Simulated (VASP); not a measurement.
# Zr (P6/mmm) in VASP: notebook, part 2 of 2

VASP 6.6.1.

### 3 Single point, PBEsol

This run uses another cell than the first one: it holds 2 atoms, not 4.

File INCAR:

```
PREC = Accurate ; ENCUT = 520
EDIFF = 1E-7 ; ISMEAR = 0
SIGMA = 0.1 ; LREAL = F
LASPH = T ; NELM = 100
ALGO = Fast ; ISIF = 2
LWAVE = F ; LCHARG = F
GGA = PS ; NBANDS = 19
```

File KPOINTS:

```
regular mesh
0
Gamma
  12 12 20
```

File POSCAR:

```
Zr
1.0
    5.0656539368      0.0000000000      0.0000000000
   -2.5328269684      4.3869849960      0.0000000000
    0.0000000000      0.0000000000      2.7073248452
Zr
2
Direct
    0.3333333333      0.6666666667      0.0000000000
    0.6666666667      0.3333333333      0.0000000000
```

Potentials or basis: VASP PAW PBE potentials, release 64 (Zr_sv).

Launch:

```sh
$ cat potpaw_PBE.64/Zr_sv/POTCAR > POTCAR
$ mpirun -np 1 vasp_std > vasp.out
```

OUTCAR:

```text
PREC = Accurate
   ENCUT = 520
   EDIFF = 1E-7
   ISMEAR = 0
   LREAL = F
   LASPH = T
   NELM = 100
   ISIF = 2
   GGA = PS

 ion  position               nearest neighbor table
   1  0.333  0.667  0.000-   2 2.92   2 2.92   2 2.92
   2  0.667  0.333  0.000-   1 2.92   1 2.92   1 2.92

  LATTYP: Found a hexagonal cell.
 ALAT       =     5.0656539368
 C/A-ratio  =     0.5344472558

  Lattice vectors:

 A1 = (   5.0656539368,   0.0000000000,   0.0000000000)
 A2 = (  -2.5328269684,   4.3869849960,   0.0000000000)
 A3 = (   0.0000000000,   0.0000000000,   2.7073248452)

Analysis of symmetry for initial positions (statically):
=====================================================================
 Subroutine PRICEL returns:
 Original cell was already a primitive cell.

 Routine SETGRP: Setting up the symmetry group for a
 hexagonal supercell.

 Subroutine GETGRP returns: Found 24 space group operations
 (whereof 24 operations were pure point group operations)
 out of a pool of 24 trial point group operations.

The static configuration has the point symmetry D_6h.

Analysis of symmetry for dynamics (positions and initial velocities):
=====================================================================
 Subroutine PRICEL returns:
 Original cell was already a primitive cell.

 Routine SETGRP: Setting up the symmetry group for a
 hexagonal supercell.

 Subroutine GETGRP returns: Found 24 space group operations
 (whereof 24 operations were pure point group operations)
 out of a pool of 24 trial point group operations.

The dynamic configuration has the point symmetry D_6h.

 Subroutine INISYM returns: Found 24 space group operations
 (whereof 24 operations are pure point group operations),
 and found     1 'primitive' translations

----------------------------------------------------------------------------------------

                                     Primitive cell

  volume of cell :      60.1647

  direct lattice vectors                    reciprocal lattice vectors
     5.065653937  0.000000000  0.000000000     0.197407879  0.113973492  0.000000000
    -2.532826968  4.386984996  0.000000000     0.000000000  0.227946984  0.000000000
     0.000000000  0.000000000  2.707324845     0.000000000  0.000000000  0.369368309

  length of vectors
     5.065653937  5.065653937  2.707324845     0.227946984  0.227946984  0.369368309

  position of ions in fractional coordinates (direct lattice)
     0.333333333  0.666666667  0.000000000
     0.666666667  0.333333333  0.000000000

  ion indices of the primitive-cell ions
   primitive index   ion index
                 1           1
                 2           2

----------------------------------------------------------------------------------------

 KPOINTS: regular mesh

Automatic generation of k-mesh.
 Grid dimensions read from file:
 generate k-points for:   12   12   20

 Generating k-lattice:

  Cartesian coordinates                     Fractional coordinates (reciprocal lattice)
     0.016450657  0.009497791  0.000000000     0.083333333  0.000000000  0.000000000
     0.000000000  0.018995582  0.000000000     0.000000000  0.083333333  0.000000000
     0.000000000  0.000000000  0.018468415     0.000000000  0.000000000  0.050000000

  Length of vectors
     0.018995582  0.018995582  0.018468415

  Shift w.r.t. Gamma in fractional coordinates (k-lattice)
     0.000000000  0.000000000  0.000000000

 Subroutine IBZKPT returns following result:
 ===========================================

 Found    209 irreducible k-points:

 Following reciprocal coordinates:
            Coordinates               Weight
  0.000000  0.000000  0.000000      1.000000
  0.083333  0.000000  0.000000      6.000000
  0.166667  0.000000  0.000000      6.000000
  0.250000  0.000000  0.000000      6.000000
  0.333333  0.000000  0.000000      6.000000
  0.416667 -0.000000  0.000000      6.000000
[... 16 lines left out ...]
  0.250000  0.000000  0.050000     12.000000
  0.333333  0.000000  0.050000     12.000000
 [... further k-points ...]
   k-points           NKPTS =    209   k-points in BZ     NKDIM =    209   number of bands    NBANDS=     19
   number of dos      NEDOS =    301   number of ions     NIONS =      2
   total plane-waves  NPLWV =  32000
   dimension x,y,z NGX =    40 NGY =   40 NGZ =   20
   dimension x,y,z NGXF=    80 NGYF=   80 NGZF=   40
   ions per type =               2
   NGX,Y,Z   is equivalent  to a cutoff of  13.13, 13.13, 12.28 a.u.
   NGXF,Y,Z  is equivalent  to a cutoff of  26.25, 26.25, 24.56 a.u.
 SYSTEM =  unknown system
   PREC   = accura    normal or accurate (medium, high low for compatibility)
   ISTART =      0    job   : 0-new  1-cont  2-samecut
   ICHARG =      2    charge: 1-file 2-atom 10-const
   ISPIN  =      1    spin polarized calculation?
   LNONCOLLINEAR =      F non collinear calculations
   LSORBIT =      F    spin-orbit coupling
   LASPH  =      T    aspherical Exc in radial PAW
   ENCUT  =  520.0 eV  38.22 Ry    6.18 a.u.   9.42  9.42  5.03*2*pi/ulx,y,z
   NELM   =    100;   NELMIN=  2; NELMDL= -5     # of ELM steps
   EDIFF  = 0.1E-06   stopping-criterion for ELM
   LREAL  =      F    real-space projection
   EDIFFG = 0.1E-05   stopping-criterion for IOM
   NSW    =      0    number of steps for IOM
   IBRION =     -1    ionic relax: 0-MD 1-quasi-New 2-CG
   NFREE  =      0    steps in history (QN), initial steepest desc. (CG)
   ISIF   =      2    stress and relaxation
   ISYM   =      2    0-nonsym 1-usesym 2-fastsym
   POTIM  = 0.5000    time-step for ionic-motion
   TEBEG  =    0.0;   TEEND  =   0.0 temperature during run
   PSTRESS=    0.0 pullay stress
   NELECT =      24.0000    total number of electrons
   NUPDOWN=      -1.0000    fix difference up-down
   EMIN   =  10.00;   EMAX   =-10.00  energy-range for DOS
   EFERMI =   0.00;   METHOD = LEGACY
   ISMEAR =     0;   SIGMA  =   0.10  broadening in eV -4-tet -1-fermi 0-gaus
   EFERMI_NEDOS =   21; number of points for ismear=-14 and -15
   IALGO  =     68    algorithm
   IMIX   =      4    mixing-type and parameters
     AMIX     =   0.40;   BMIX     =  1.00
     AMIX_MAG =   1.60;   BMIX_MAG =  1.00
  volume/ion in A,a.u.               =      30.08       203.01
  Fermi-wavevector in a.u.,A,eV,Ry     =   1.205123  2.277352 19.760020  1.452320
  Thomas-Fermi vector in A             =   2.340828
   LORBIT       =      0    0 simple, 1 ext, 2 COOP (PROOUT), +10 PAW based schemes
   GGA     = PS    functional components
   LHFCALC =     F    Hartree Fock is set to
   AEXX    =    0.0000 exact exchange contribution
   IVDW    =     0    specifies the selected vdW correction
   LEPSILON=     F    determine dielectric tensor
   LRPA    =     F    only Hartree local field effects (RPA)
 non-spin polarized calculation
 RMM-DIIS sequential band-by-band and
 Gauss-broadening in eV      SIGMA  =   0.10
  energy-cutoff  :      520.00
  volume of cell :       60.16
 maximum number of plane-waves:      1644
 NGX is ok and might be reduce to    40

 number of electron      23.9999999 magnetization

 Free energy of the ion-electron system (eV)
  ---------------------------------------------------
  ext. energy  EPLUGINS =         0.00000000
  ---------------------------------------------------
  free energy    TOTEN  =       -14.96645909 eV

  energy without entropy =      -14.95366503  energy(sigma->0) =      -14.96006206

 E-fermi :   5.5926     XC(G=0):  -9.7155

 val. band max:        5.5922834017   @ k =   0.0833   0.0000   0.2000
 cond. band min:       5.6059774646   @ k =   0.3333   0.0000   0.3500
 fundamental gap:      0.0136940630
 Fermi energy:         5.5925815965

 k-point     1 :       0.0000    0.0000    0.0000
  band No.  band energies     occupation
      1     -42.9933      2.00000
      2     -42.7888      2.00000
      3     -21.3886      2.00000
      4     -21.3886      2.00000
      5     -20.6241      2.00000
      6     -20.6241      2.00000
[... 11 lines left out ...]
     18      11.5408      0.00000
     19      11.8773      0.00000

 k-point     2 :       0.0833    0.0000    0.0000
  band No.  band energies     occupation
      1     -42.9903      2.00000
      2     -42.7920      2.00000
      3     -21.3933      2.00000
      4     -21.3793      2.00000
      5     -20.6340      2.00000
      6     -20.6188      2.00000
[... 476 lines left out ...]
 k-point    24 :       0.3333    0.0000    0.0500
  band No.  band energies     occupation
      1     -42.9437      2.00000
      2     -42.8258      2.00000
      3     -21.4308      2.00000
      4     -21.2582      2.00000
      5     -20.7480      2.00000
      6     -20.5625      2.00000
[... 11 lines left out ...]
     18      10.4544      0.00000
     19      10.6511      0.00000

 [... further k-points ...]
[... 5 lines left out ...]
  --------------------------------------------------------------------------------------
  -------------------------------------------------------------------------------------
  Total        0.0086191      0.0086191      0.0610264     -0.0000000      0.0000000      0.0000000
  in kB        0.2295262      0.2295262      1.6251225     -0.0000000      0.0000000      0.0000000
  external PRESSURE =       0.6947249 kB  Pullay stress =       0.0000000 kB

 VOLUME and BASIS-vectors are now :
 -----------------------------------------------------------------------------
  energy-cutoff  :      520.00
  volume of cell :       60.16
      direct lattice vectors                 reciprocal lattice vectors
     5.065653937  0.000000000  0.000000000     0.197407879  0.113973492  0.000000000
    -2.532826968  4.386984996  0.000000000     0.000000000  0.227946984  0.000000000
     0.000000000  0.000000000  2.707324845     0.000000000  0.000000000  0.369368309

 POSITION                                       TOTAL-FORCE (eV/Angst)
 -----------------------------------------------------------------------------------
     -0.00000      2.92466      0.00000         0.000000      0.000000      0.000000
      2.53283      1.46233      0.00000        -0.000000      0.000000     -0.000000
 -----------------------------------------------------------------------------------
    total drift:                                0.000000     -0.000000      0.000000

  FREE ENERGIE OF THE ION-ELECTRON SYSTEM (eV)
  ---------------------------------------------------
  free  energy   TOTEN  =       -14.9664590915 eV

  energy  without entropy=      -14.9536650317  energy(sigma->0) =      -14.96006206
```

It took 7.5 min on 1 thread of Intel Xeon 8259CL, shared host; peak memory 0.32 GiB.

Results:

```
Free energy            : -14.9665 eV
Pressure               : 0.1 GPa
Band gap on the k mesh : zero (bands 12 and 13 overlap by 1.51 eV)
```

Levels at points of the mesh, in eV from the Fermi level:
| k point | band 10 | band 11 | band 12 | band 13 | band 14 | band 15 |
| --- | --- | --- | --- | --- | --- | --- |
| (0.00, 0.00, 0.00) | -1.62 | -0.91 | 0.06 | 0.06 | 0.45 | 0.45 |
| (0.50, 0.00, 0.00) | -1.76 | -1.52 | -0.93 | -0.56 | -0.26 | 2.52 |
| (0.00, 0.00, 0.50) | -1.88 | -0.49 | 0.78 | 0.78 | 1.88 | 2.08 |
| (0.50, 0.00, 0.50) | -1.96 | -0.28 | 0.33 | 0.87 | 0.87 | 1.62 |

Caveat: the PAW data sets were made with another functional, which shifts forces and pressure a little.
